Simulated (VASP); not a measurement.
# InP (F-43m) in VASP: further runs

InP is run at these levels: PBE+D3(BJ), PBEsol, PBE+D4; tasks: relaxation of cell and atoms.

Everything below comes from runs of VASP 6.6.1. Logs are shortened: lines on timing, memory, paths and dates and some standing lists are left out, and cuts for length are marked.

### Step 1. The cell of the first run

The structure is cubic, space group F-43m (No. 216). Conventional cell: a = 5.861 Å, b = 5.861 Å, c = 5.861 Å, α = 90.00°, β = 90.00°, γ = 90.00°. In (site symmetry -43m) has 4 P at 2.54 Å within 3.3 Å. P (site symmetry -43m) has 4 In at 2.54 Å within 3.3 Å.

### Step 2. Relaxation of cell and atoms, PBE+D3(BJ)

File INCAR:

```
SYSTEM = InP
ALGO = Normal ; EDIFF = 1E-7
EDIFFG = -0.01 ; ENCUT = 600
GGA = PE ; IBRION = 2
ISIF = 3 ; ISMEAR = -1
IVDW = 12 ; LASPH = .True.
LCHARG = .False. ; LREAL = .False.
LWAVE = .False. ; NELM = 80
NSW = 80 ; PREC = Accurate
SIGMA = 0.05
```

File KPOINTS:

```
k-points
0
Gamma
  6 6 6
  0 0 0
```

File POSCAR:

```
InP
1.0
    0.0000000000      2.9305000000      2.9305000000
    2.9305000000      0.0000000000      2.9305000000
    2.9305000000      2.9305000000      0.0000000000
In P
1 1
Direct
    0.0000000000      0.0000000000      0.0000000000
    0.2500000000      0.2500000000      0.2500000000
```

Potentials or basis: VASP PAW PBE potentials, release 64 (In_d, P).

Run with:

```
$ cat potpaw_PBE.64/In_d/POTCAR potpaw_PBE.64/P/POTCAR > POTCAR
$ mpirun -np 1 vasp_std > vasp.out
```

OUTCAR:

```text
SYSTEM = InP
   EDIFF = 1E-7
   EDIFFG = -0.01
   ENCUT = 600
   GGA = PE
   IBRION = 2
   ISIF = 3
   ISMEAR = -1
   IVDW = 12
   LASPH = .True.
   LREAL = .False.
   NELM = 80
   NSW = 80
   PREC = Accurate
 IVDW          = 12

 ion  position               nearest neighbor table
   1  0.000  0.000  0.000-   2 2.54   2 2.54   2 2.54   2 2.54
   2  0.250  0.250  0.250-   1 2.54   1 2.54   1 2.54   1 2.54

  LATTYP: Found a face centered cubic cell.
 ALAT       =     5.8610000000

  Lattice vectors:

 A1 = (   0.0000000000,   2.9305000000,   2.9305000000)
 A2 = (   2.9305000000,   0.0000000000,   2.9305000000)
 A3 = (   2.9305000000,   2.9305000000,   0.0000000000)

Analysis of symmetry for initial positions (statically):
=====================================================================
 Subroutine PRICEL returns:
 Original cell was already a primitive cell.

 Routine SETGRP: Setting up the symmetry group for a
 face centered cubic supercell.

 Subroutine GETGRP returns: Found 24 space group operations
 (whereof 24 operations were pure point group operations)
 out of a pool of 48 trial point group operations.

The static configuration has the point symmetry T_d .

Analysis of symmetry for dynamics (positions and initial velocities):
=====================================================================
 Subroutine PRICEL returns:
 Original cell was already a primitive cell.

 Routine SETGRP: Setting up the symmetry group for a
 face centered cubic supercell.

 Subroutine GETGRP returns: Found 24 space group operations
 (whereof 24 operations were pure point group operations)
 out of a pool of 48 trial point group operations.

The dynamic configuration has the point symmetry T_d .

 Subroutine INISYM returns: Found 24 space group operations
 (whereof 24 operations are pure point group operations),
 and found     1 'primitive' translations

----------------------------------------------------------------------------------------

                                     Primitive cell

  volume of cell :      50.3333

  direct lattice vectors                    reciprocal lattice vectors
     0.000000000  2.930500000  2.930500000    -0.170619348  0.170619348  0.170619348
     2.930500000  0.000000000  2.930500000     0.170619348 -0.170619348  0.170619348
     2.930500000  2.930500000  0.000000000     0.170619348  0.170619348 -0.170619348

  length of vectors
     4.144352845  4.144352845  4.144352845     0.295521380  0.295521380  0.295521380

  position of ions in fractional coordinates (direct lattice)
     0.000000000  0.000000000  0.000000000
     0.250000000  0.250000000  0.250000000

  ion indices of the primitive-cell ions
   primitive index   ion index
                 1           1
                 2           2

----------------------------------------------------------------------------------------

 KPOINTS: k-points

Automatic generation of k-mesh.
 Grid dimensions read from file:
 generate k-points for:    6    6    6

 Generating k-lattice:

  Cartesian coordinates                     Fractional coordinates (reciprocal lattice)
    -0.028436558  0.028436558  0.028436558     0.166666667  0.000000000  0.000000000
     0.028436558 -0.028436558  0.028436558     0.000000000  0.166666667  0.000000000
     0.028436558  0.028436558 -0.028436558     0.000000000  0.000000000  0.166666667

  Length of vectors
     0.049253563  0.049253563  0.049253563

  Shift w.r.t. Gamma in fractional coordinates (k-lattice)
     0.000000000  0.000000000  0.000000000

 Subroutine IBZKPT returns following result:
 ===========================================

 Found     16 irreducible k-points:

 Following reciprocal coordinates:
            Coordinates               Weight
  0.000000  0.000000  0.000000      1.000000
  0.166667  0.000000  0.000000      8.000000
  0.333333  0.000000  0.000000      8.000000
  0.500000  0.000000  0.000000      4.000000
  0.166667  0.166667  0.000000      6.000000
  0.333333  0.166667  0.000000     24.000000
[... 8 lines left out ...]
 -0.333333  0.333333  0.166667     24.000000
 -0.333333  0.500000  0.166667     12.000000
   k-points           NKPTS =     16   k-points in BZ     NKDIM =     16   number of bands    NBANDS=     13
   number of dos      NEDOS =    301   number of ions     NIONS =      2
   total plane-waves  NPLWV =  46656
   dimension x,y,z NGX =    36 NGY =   36 NGZ =   36
   dimension x,y,z NGXF=    72 NGYF=   72 NGZF=   72
   ions per type =               1   1
   NGX,Y,Z   is equivalent  to a cutoff of  14.44, 14.44, 14.44 a.u.
   NGXF,Y,Z  is equivalent  to a cutoff of  28.88, 28.88, 28.88 a.u.
 SYSTEM =  InP
   PREC   = accura    normal or accurate (medium, high low for compatibility)
   ISTART =      0    job   : 0-new  1-cont  2-samecut
   ICHARG =      2    charge: 1-file 2-atom 10-const
   ISPIN  =      1    spin polarized calculation?
   LNONCOLLINEAR =      F non collinear calculations
   LSORBIT =      F    spin-orbit coupling
   LASPH  =      T    aspherical Exc in radial PAW
   ENCUT  =  600.0 eV  44.10 Ry    6.64 a.u.   8.28  8.28  8.28*2*pi/ulx,y,z
   NELM   =     80;   NELMIN=  2; NELMDL= -5     # of ELM steps
   EDIFF  = 0.1E-06   stopping-criterion for ELM
   LREAL  =      F    real-space projection
   EDIFFG = -.1E-01   stopping-criterion for IOM
   NSW    =     80    number of steps for IOM
   IBRION =      2    ionic relax: 0-MD 1-quasi-New 2-CG
   NFREE  =      1    steps in history (QN), initial steepest desc. (CG)
   ISIF   =      3    stress and relaxation
   ISYM   =      2    0-nonsym 1-usesym 2-fastsym
   POTIM  = 0.5000    time-step for ionic-motion
   TEBEG  =    0.0;   TEEND  =   0.0 temperature during run
   PSTRESS=    0.0 pullay stress
   NELECT =      18.0000    total number of electrons
   NUPDOWN=      -1.0000    fix difference up-down
   EMIN   =  10.00;   EMAX   =-10.00  energy-range for DOS
   EFERMI =   0.00;   METHOD = LEGACY
   ISMEAR =    -1;   SIGMA  =   0.05  broadening in eV -4-tet -1-fermi 0-gaus
   EFERMI_NEDOS =   21; number of points for ismear=-14 and -15
   IALGO  =     38    algorithm
   IMIX   =      4    mixing-type and parameters
     AMIX     =   0.40;   BMIX     =  1.00
     AMIX_MAG =   1.60;   BMIX_MAG =  1.00
  volume/ion in A,a.u.               =      25.17       169.83
  Fermi-wavevector in a.u.,A,eV,Ry     =   1.162021  2.195901 18.371846  1.350293
  Thomas-Fermi vector in A             =   2.298587
   LORBIT       =      0    0 simple, 1 ext, 2 COOP (PROOUT), +10 PAW based schemes
   GGA     = PE    functional components
   LHFCALC =     F    Hartree Fock is set to
   AEXX    =    0.0000 exact exchange contribution
   IVDW    =    12    specifies the selected vdW correction
   LEPSILON=     F    determine dielectric tensor
   LRPA    =     F    only Hartree local field effects (RPA)
 conjugate gradient relaxation of ions
 non-spin polarized calculation
  energy-cutoff  :      600.00
  volume of cell :       50.33
 maximum number of plane-waves:      1694
 NGX is ok and might be reduce to    36
   NGX = 17   NGY = 17   NGZ = 17

--------------------------------------- Ionic step        1  -------------------------------------------

 number of electron      17.9999998 magnetization

 Free energy of the ion-electron system (eV)
  ---------------------------------------------------
  ext. energy  EPLUGINS =         0.00000000
  ---------------------------------------------------
  free energy    TOTEN  =        -8.37018172 eV

  energy without entropy =       -8.37017090  energy(sigma->0) =       -8.37017631

------------------------ aborting loop because EDIFF is reached ----------------------------------------

 Edisp (eV)   -0.62732

 E8    (eV) :    -0.2789

  FORCE on cell =-STRESS in cart. coord.  units (eV):
  Direction    XX          YY          ZZ          XY          YZ          ZX
  --------------------------------------------------------------------------------------
  -------------------------------------------------------------------------------------
  Total       0.34577     0.34577     0.34577     0.00000     0.00000    -0.00000
  in kB      11.00630    11.00630    11.00630     0.00000     0.00000    -0.00000
  external pressure =       11.01 kB  Pullay stress =        0.00 kB

 VOLUME and BASIS-vectors are now :
 -----------------------------------------------------------------------------
  energy-cutoff  :      600.00
  volume of cell :       50.33
      direct lattice vectors                 reciprocal lattice vectors
     0.000000000  2.930500000  2.930500000    -0.170619348  0.170619348  0.170619348
     2.930500000  0.000000000  2.930500000     0.170619348 -0.170619348  0.170619348
     2.930500000  2.930500000  0.000000000     0.170619348  0.170619348 -0.170619348
[... 41 lines left out ...]
 POSITION                                       TOTAL-FORCE (eV/Angst)
 -----------------------------------------------------------------------------------
      5.90988      5.90988      5.90988         0.000000      0.000000     -0.000000
      1.47747      1.47747      1.47747        -0.000000     -0.000000      0.000000
 -----------------------------------------------------------------------------------
    total drift:                               -0.000000     -0.000000     -0.000000

  FREE ENERGIE OF THE ION-ELECTRON SYSTEM (eV)
  ---------------------------------------------------
  free  energy   TOTEN  =        -8.9994718390 eV

  energy  without entropy=       -8.9994366146  energy(sigma->0) =       -8.99945423

--------------------------------------- Ionic step        3  -------------------------------------------

 number of electron      17.9999998 magnetization

 Free energy of the ion-electron system (eV)
  ---------------------------------------------------
  ext. energy  EPLUGINS =         0.00000000
  ---------------------------------------------------
  free energy    TOTEN  =        -8.38406469 eV

  energy without entropy =       -8.38404136  energy(sigma->0) =       -8.38405303

 E-fermi :   5.3592     XC(G=0):  -9.2086

 val. band max:        5.0204237893   @ k =   0.0000   0.0000   0.0000
 cond. band min:       5.6422639357   @ k =   0.0000   0.0000   0.0000
 fundamental gap:      0.6218401463
 Fermi energy:         5.3592381754

 k-point     1 :       0.0000    0.0000    0.0000
  band No.  band energies     occupation
      1      -9.1418      2.00000
      2      -9.1418      2.00000
      3      -9.1418      2.00000
      4      -8.9980      2.00000
      5      -8.9980      2.00000
      6      -6.3882      2.00000
      7       5.0204      1.99772
      8       5.0204      1.99772
      9       5.0204      1.99772
     10       5.6423      0.00694
     11       9.1079      0.00000
     12       9.1079      0.00000
     13       9.1079      0.00000

 k-point     2 :       0.1667    0.0000    0.0000
  band No.  band energies     occupation
      1      -9.1715      2.00000
      2      -9.1300      2.00000
      3      -9.1300      2.00000
      4      -8.9975      2.00000
      5      -8.9975      2.00000
      6      -6.0831      2.00000
      7       2.8459      2.00000
      8       4.7240      1.99999
      9       4.7240      1.99999
     10       6.7624      0.00000
     11       9.4886      0.00000
[... 250 lines left out ...]
 POSITION                                       TOTAL-FORCE (eV/Angst)
 -----------------------------------------------------------------------------------
      0.00000      0.00000      0.00000        -0.000000      0.000000      0.000000
      1.47315      1.47315      1.47315         0.000000     -0.000000     -0.000000
 -----------------------------------------------------------------------------------
    total drift:                               -0.000000     -0.000000     -0.000000

  FREE ENERGIE OF THE ION-ELECTRON SYSTEM (eV)
  ---------------------------------------------------
  free  energy   TOTEN  =        -9.0002678409 eV

  energy  without entropy=       -9.0002445106  energy(sigma->0) =       -9.00025618

 reached required accuracy - stopping structural energy minimisation
```

Wall time 82 s (1 thread of Intel Xeon 8259CL, shared host); peak memory 0.2 GiB.

Results:

```yaml
Free_energy: -9.0003 eV
Relaxed_volume: 25.58 Å³/atom
Relaxed_cell: a = 4.167 Å, b = 4.167 Å, c = 4.167 Å, α = 60.00°, β = 60.00°, γ = 60.00°
Space_group_after_relaxing_to_0.05_Å: F-43m (No. 216)
Energy_gained_by_relaxing: 1.4 meV/atom
Ionic_steps: 3
Pressure_after_relaxing: 0.0 GPa
Band_gap_on_the_k_mesh: 0.62 eV, direct
Dispersion_energy_per_atom: -0.308 eV
```

The path:
| step | energy change (eV) | largest force (eV/Å) | pressure (GPa) | volume (Å³) |
| --- | --- | --- | --- | --- |
| 1 | 0.0000 | 0.0000 | 1.10 | 50.33 |
| 2 | -0.0020 | 0.0000 | -0.56 | 51.60 |
| 3 | -0.0028 | 0.0000 | 0.00 | 51.15 |

Final structure:
```yaml
crystal:
  lattice:
    - [0.00000, 2.94630, 2.94630]
    - [2.94630, 0.00000, 2.94630]
    - [2.94630, 2.94630, 0.00000]
  atoms:
    - { symbol: In, position: [0.00000, 0.00000, 0.00000] }
    - { symbol: P, position: [0.25000, 0.25000, 0.25000] }
```

Levels at points of the mesh, in eV from the valence-band top:
```csv
k point,band 5,band 6,band 7,band 8,band 9,band 10,band 11,band 12,band 13
"(0.00, 0.00, 0.00)",-14.02,-11.41,0.00,0.00,0.00,0.62,4.09,4.09,4.09
"(0.50, 0.00, 0.00)",-14.01,-9.74,-5.65,-0.95,-0.95,1.46,4.81,4.81,7.07
"(0.50, 0.50, 0.00)",-13.99,-9.10,-5.68,-2.27,-2.27,1.79,2.27,9.11,9.49
```

Caveat: spin-orbit coupling is left out, which moves the levels of the heavy elements. Expect the measured gap to be larger: semilocal functionals such as PBE lack the derivative discontinuity.

### Step 3. Relaxation of cell and atoms, PBEsol

File INCAR:

```
SYSTEM = InP
PREC = Accurate
ENCUT = 600
EDIFF = 1E-6
ISMEAR = -1
SIGMA = 0.05
LREAL = .False.
LASPH = .True.
NELM = 60
ALGO = Normal
ISIF = 3
LWAVE = .False.
LCHARG = .False.
GGA = PS
IBRION = 2
NSW = 80
EDIFFG = -0.01
```

File KPOINTS:

```
Automatic mesh
0
Gamma
  6 6 6
  0 0 0
```

POSCAR is that of step 2.

Potentials or basis: VASP PAW PBE potentials, release 64 (In_d, P).

Run with:

```
$ cat potpaw_PBE.64/In_d/POTCAR potpaw_PBE.64/P/POTCAR > POTCAR
$ mpirun -np 1 vasp_std > vasp.out
```

Run time: 67 s. Hardware: 1 thread of Intel Xeon 8259CL, shared host; peak memory 0.19 GiB.

The run converged. Its results:

```
Free energy                            : -9.1433 eV
Relaxed volume                         : 25.39 Å³/atom
Relaxed cell                           : a = 4.157 Å, b = 4.157 Å, c = 4.157 Å, α = 60.00°, β = 60.00°, γ = 60.00°
Space group after relaxing (to 0.05 Å) : F-43m (No. 216)
Energy gained by relaxing              : 0.4 meV/atom
Ionic steps                            : 3
Pressure after relaxing                : 0.0 GPa
Band gap on the k mesh                 : 0.56 eV, direct
```

Step by step:
```csv
step,energy change (eV),largest force (eV/Å),pressure (GPa),volume (Å³)
1,0.0000,0.0000,0.61,50.33
2,-0.0006,0.0000,-0.31,51.04
3,-0.0009,0.0000,-0.01,50.79
```

Final structure:
```
In P
1.0
     0.00000    2.93933    2.93933
     2.93933    0.00000    2.93933
     2.93933    2.93933    0.00000
In P
1 1
Direct
  0.00000 0.00000 0.00000
  0.25000 0.25000 0.25000
```

Levels at points of the mesh, in eV from the valence-band top:
| k point | band 6 | band 7 | band 8 | band 9 | band 10 | band 11 | band 12 | band 13 |
| --- | --- | --- | --- | --- | --- | --- | --- | --- |
| (0.00, 0.00, 0.00) | -11.49 | 0.00 | 0.00 | 0.00 | 0.56 | 4.01 | 4.01 | 4.01 |
| (0.50, 0.00, 0.00) | -9.77 | -5.76 | -0.97 | -0.97 | 1.38 | 4.73 | 4.73 | 6.93 |
| (0.50, 0.50, 0.00) | -9.11 | -5.78 | -2.32 | -2.32 | 1.64 | 2.16 | 9.04 | 9.47 |

Caveat: the PAW data sets were made with another functional, which shifts forces and pressure a little; spin-orbit coupling is left out, which moves the levels of the heavy elements.

[end of part 1 of 2]
